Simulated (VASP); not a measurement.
# Rb2Sb (Pn-3m) in VASP: notebook, part 2 of 2

VASP 6.6.1. The steps go on from the part before.

## (3) Single point, PBE

This run uses another cell than the first one, of 86.89 Å³/atom.

File INCAR:

```
SYSTEM = Rb2Sb
ALGO = Fast
EDIFF = 1E-6
ENCUT = 520
GGA = PE
ISIF = 2
ISMEAR = 0
LASPH = .TRUE.
LCHARG = .FALSE.
LREAL = .FALSE.
LWAVE = .FALSE.
NBANDS = 32
NELM = 100
PREC = Accurate
SIGMA = 0.1
```

File KPOINTS:

```
k-points
0
G
  6 6 6
  0 0 0
```

File POSCAR:

```
Rb2Sb
1.0
    8.0482074985      0.0000000000      0.0000000000
    0.0000000000      8.0482074985      0.0000000000
    0.0000000000      0.0000000000      8.0482074985
Rb Sb
4 2
Direct
    0.2500000000      0.2500000000      0.2500000000
    0.2500000000      0.7500000000      0.7500000000
    0.7500000000      0.7500000000      0.2500000000
    0.7500000000      0.2500000000      0.7500000000
    0.0000000000      0.0000000000      0.0000000000
    0.5000000000      0.5000000000      0.5000000000
```

Potentials or basis: VASP PAW PBE potentials, release 64 (Rb_sv, Sb).

Run with:

```
$ cat potpaw_PBE.64/Rb_sv/POTCAR potpaw_PBE.64/Sb/POTCAR > POTCAR
$ mpirun -np 1 vasp_std > vasp.out
```

OUTCAR:

```text
SYSTEM = Rb2Sb
   EDIFF = 1E-6
   ENCUT = 520
   GGA = PE
   ISIF = 2
   ISMEAR = 0
   LASPH = .TRUE.
   LREAL = .FALSE.
   NELM = 100
   PREC = Accurate

 ion  position               nearest neighbor table
   1  0.250  0.250  0.250-   5 3.48   6 3.48   4 5.69   2 5.69   3 5.69   2 5.69   4 5.69   2 5.69
                             3 5.69   2 5.69   3 5.69   4 5.69   4 5.69   3 5.69
   2  0.250  0.750  0.750-   5 3.48   6 3.48   4 5.69   1 5.69   3 5.69   1 5.69   3 5.69   1 5.69
                             4 5.69   1 5.69   3 5.69   4 5.69   3 5.69   4 5.69
   3  0.750  0.750  0.250-   5 3.48   6 3.48   4 5.69   1 5.69   2 5.69   2 5.69   4 5.69   1 5.69
                             4 5.69   4 5.69   1 5.69   2 5.69   2 5.69   1 5.69
   4  0.750  0.250  0.750-   5 3.48   6 3.48   3 5.69   1 5.69   2 5.69   1 5.69   3 5.69   2 5.69
                             3 5.69   3 5.69   1 5.69   2 5.69   1 5.69   2 5.69
   5  0.000  0.000  0.000-   1 3.48   2 3.48   3 3.48   4 3.48
   6  0.500  0.500  0.500-   1 3.48   2 3.48   3 3.48   4 3.48

  LATTYP: Found a simple cubic cell.
 ALAT       =     8.0482074985

  Lattice vectors:

 A1 = (   8.0482074985,   0.0000000000,   0.0000000000)
[... 188 lines left out ...]
 fundamental gap:      0.0136488209
 Fermi energy:        -0.6244848366

 k-point     1 :       0.0000    0.0000    0.0000
  band No.  band energies     occupation
      1     -28.3738      2.00000
      2     -28.3727      2.00000
      3     -28.3727      2.00000
      4     -28.3727      2.00000
      5     -12.5531      2.00000
      6     -12.5531      2.00000
[... 689 lines left out ...]
     31       3.0160      0.00000
     32       3.2128      0.00000

------------------------ aborting loop because EDIFF is reached ----------------------------------------

  FORCE on cell =-STRESS in cart. coord.  units (eV):
  Direction    XX          YY          ZZ          XY          YZ          ZX
  --------------------------------------------------------------------------------------
  -------------------------------------------------------------------------------------
  Total        0.0395510      0.0395510      0.0395510     -0.0000000     -0.0000000     -0.0000000
  in kB        0.1215542      0.1215542      0.1215542     -0.0000000     -0.0000000     -0.0000000
  external PRESSURE =       0.1215542 kB  Pullay stress =       0.0000000 kB

 VOLUME and BASIS-vectors are now :
 -----------------------------------------------------------------------------
  energy-cutoff  :      520.00
  volume of cell :      521.31
      direct lattice vectors                 reciprocal lattice vectors
     8.048207499  0.000000000  0.000000000     0.124251270  0.000000000  0.000000000
     0.000000000  8.048207499  0.000000000     0.000000000  0.124251270  0.000000000
     0.000000000  0.000000000  8.048207499     0.000000000  0.000000000  0.124251270

 POSITION                                       TOTAL-FORCE (eV/Angst)
 -----------------------------------------------------------------------------------
      2.01205      2.01205      2.01205         0.000000      0.000000     -0.000000
      2.01205      6.03616      6.03616        -0.000000      0.000000     -0.000000
      6.03616      6.03616      2.01205         0.000000     -0.000000     -0.000000
      6.03616      2.01205      6.03616        -0.000000     -0.000000      0.000000
      0.00000      0.00000      0.00000         0.000000     -0.000000      0.000000
      4.02410      4.02410      4.02410        -0.000000      0.000000      0.000000
 -----------------------------------------------------------------------------------
    total drift:                               -0.000000     -0.000000     -0.000000

  FREE ENERGIE OF THE ION-ELECTRON SYSTEM (eV)
  ---------------------------------------------------
  free  energy   TOTEN  =       -11.6471732984 eV

  energy  without entropy=      -11.5524558931  energy(sigma->0) =      -11.59981460
```

OSZICAR:

```text
N       E                     dE             d eps       ncg     rms          rms(c)
DAV:   1     0.336485086271E+03    0.33649E+03   -0.16049E+04  1280   0.106E+03
DAV:   2     0.294281674775E+02   -0.30706E+03   -0.29925E+03  1664   0.225E+02
[... 14 lines left out ...]
RMM:  17    -0.116472330186E+02   -0.29154E-04   -0.29321E-04  1866   0.359E-02    0.708E-02
RMM:  18    -0.116471838331E+02    0.49185E-04   -0.13550E-04  1811   0.352E-02    0.502E-02
RMM:  19    -0.116471670833E+02    0.16750E-04   -0.12281E-04  1909   0.436E-02    0.217E-02
RMM:  20    -0.116471682587E+02   -0.11754E-05   -0.24911E-05  1568   0.159E-02    0.285E-02
RMM:  21    -0.116471724535E+02   -0.41948E-05   -0.16004E-05  1764   0.191E-02    0.120E-02
RMM:  22    -0.116471732984E+02   -0.84486E-06   -0.74237E-06  1495   0.719E-03
   1 F= -.11647173E+02 E0= -.11599815E+02  d E =-.947174E-01
```

Run time: 4.2 min. Hardware: 1 thread of AMD EPYC 9R45 (Zen 5), shared host; peak memory 0.61 GiB.

Results:

```
Free energy            : -11.6472 eV
Pressure               : 0.0 GPa
Band gap on the k mesh : zero (bands 23 and 24 overlap by 0.28 eV)
```

Levels at points of the mesh, in eV from the Fermi level:
| k point | band 19 | band 20 | band 21 | band 22 | band 23 | band 24 | band 25 | band 26 | band 27 | band 28 |
| --- | --- | --- | --- | --- | --- | --- | --- | --- | --- | --- |
| (0.00, 0.00, 0.00) | -0.61 | -0.61 | -0.61 | 0.17 | 0.17 | 0.17 | 0.53 | 2.39 | 2.39 | 3.00 |
| (0.50, 0.00, 0.00) | -0.43 | -0.43 | -0.40 | -0.40 | -0.10 | -0.10 | 1.58 | 1.58 | 2.62 | 2.62 |
| (0.50, 0.50, 0.00) | -0.71 | -0.71 | -0.22 | -0.22 | 0.04 | 0.04 | 1.82 | 1.82 | 2.28 | 2.28 |
| (0.50, 0.50, 0.50) | -0.59 | -0.59 | -0.59 | -0.12 | -0.12 | -0.12 | 2.22 | 2.22 | 2.22 | 2.97 |

Caveat: spin-orbit coupling is left out, which moves the levels of the heavy elements.

## (4) Relaxation of cell and atoms, PBE

This run uses another cell than the first one, of 41.40 Å³/atom.

File INCAR:

```
SYSTEM = Rb2Sb
ALGO = Fast
EDIFF = 1E-7
EDIFFG = -0.04
ENCUT = 600
GGA = PE
IBRION = 2
ISIF = 3
ISMEAR = 0
LASPH = .TRUE.
LCHARG = .FALSE.
LREAL = .FALSE.
LWAVE = .FALSE.
NELM = 100
NSW = 90
PREC = Accurate
SIGMA = 0.1
```

File KPOINTS:

```
k-points
0
G
  4 4 4
  0 0 0
```

POSCAR, as its differences from that of step 3:

```diff
@@ -2,5 +2,5 @@
 1.0
-    8.0482074985      0.0000000000      0.0000000000
-    0.0000000000      8.0482074985      0.0000000000
-    0.0000000000      0.0000000000      8.0482074985
+    6.2861508111      0.0000000000      0.0000000000
+    0.0000000000      6.2861508111      0.0000000000
+    0.0000000000      0.0000000000      6.2861508111
 Rb Sb
```

Run with:

```
$ cat potpaw_PBE.64/Rb_sv/POTCAR potpaw_PBE.64/Sb/POTCAR > POTCAR
$ mpirun -np 1 vasp_std > vasp.out
```

Run time: 6.1 min. Hardware: 1 thread of AMD EPYC 9R45 (Zen 5), shared host; peak memory 0.37 GiB.

It converged, with:

| Quantity | Value |
| --- | --- |
| Free energy | -11.6378 eV |
| Relaxed volume | 87.55 Å³/atom |
| Relaxed cell | a = 8.069 Å, b = 8.069 Å, c = 8.069 Å, α = 90.00°, β = 90.00°, γ = 90.00° |
| Space group after relaxing (to 0.1 Å) | Pn-3m (No. 224) |
| Energy gained by relaxing | 1276.5 meV/atom |
| Ionic steps | 5 |
| Pressure after relaxing | 0.0 GPa |
| Band gap on the k mesh | zero (bands 23 and 24 overlap by 0.28 eV) |

The path:
| step | energy change (eV) | largest force (eV/Å) | pressure (GPa) | volume (Å³) |
| --- | --- | --- | --- | --- |
| 1 | 0.0000 | 0.0000 | 16.86 | 248.40 |
| 2 | -7.3920 | 0.0000 | 1.21 | 440.20 |
| 3 | -7.5797 | 0.0000 | 0.59 | 474.46 |
| 4 | -7.6409 | 0.0000 | -0.22 | 548.22 |
| 5 | -7.6593 | 0.0000 | -0.03 | 525.29 |

Final structure:
```yaml
crystal:
  lattice:
    - [8.06863, 0.00000, 0.00000]
    - [0.00000, 8.06863, 0.00000]
    - [0.00000, 0.00000, 8.06863]
  atoms:
    - { symbol: Rb, position: [0.25000, 0.25000, 0.25000] }
    - { symbol: Rb, position: [0.25000, 0.75000, 0.75000] }
    - { symbol: Rb, position: [0.75000, 0.75000, 0.25000] }
    - { symbol: Rb, position: [0.75000, 0.25000, 0.75000] }
    - { symbol: Sb, position: [0.00000, 0.00000, 0.00000] }
    - { symbol: Sb, position: [0.50000, 0.50000, 0.50000] }
```

Levels at points of the mesh, in eV from the Fermi level:
```tsv
k point	band 19	band 20	band 21	band 22	band 23	band 24	band 25	band 26	band 27
(0.00, 0.00, 0.00)	-0.60	-0.60	-0.60	0.16	0.16	0.16	0.53	3.00	3.00
(0.50, 0.00, 0.00)	-0.43	-0.43	-0.39	-0.39	-0.10	-0.10	1.58	1.58	2.62
(0.50, 0.50, 0.00)	-0.70	-0.70	-0.22	-0.22	0.04	0.04	1.89	1.91	2.28
(0.50, 0.50, 0.50)	-0.58	-0.58	-0.58	-0.11	-0.11	-0.11	2.23	2.23	2.23
```

Caveat: the volume moved by over 15 % at a fixed basis, so the end points are rough; spin-orbit coupling is left out, which moves the levels of the heavy elements.

## (5) Summary

| task | cell | k mesh | cutoff (eV) | gap on the mesh (eV) | pressure (GPa) |
| --- | --- | --- | --- | --- | --- |
| single point | a = 7.984 Å, 6 atoms | 4 × 4 × 4 | 520 | none | 0.1 |
| single point | a = 8.048 Å, 6 atoms | 6 × 6 × 6 | 520 | none | 0.0 |
| relaxation of cell and atoms | relaxed from a = 6.286 Å, 6 atoms | 4 × 4 × 4 | 600 | none | 0.0 |

Alike in all rows: level PBE; potentials or basis VASP PAW PBE potentials, release 64 (Rb_sv, Sb); no spin polarisation; smearing gaussian 0.1 eV.

Caveats: spin-orbit coupling is left out, which moves the levels of the heavy elements; the volume moved by over 15 % at a fixed basis, so the end points are rough (at least some runs).

Absolute energies hang on the potentials; compare differences alone.
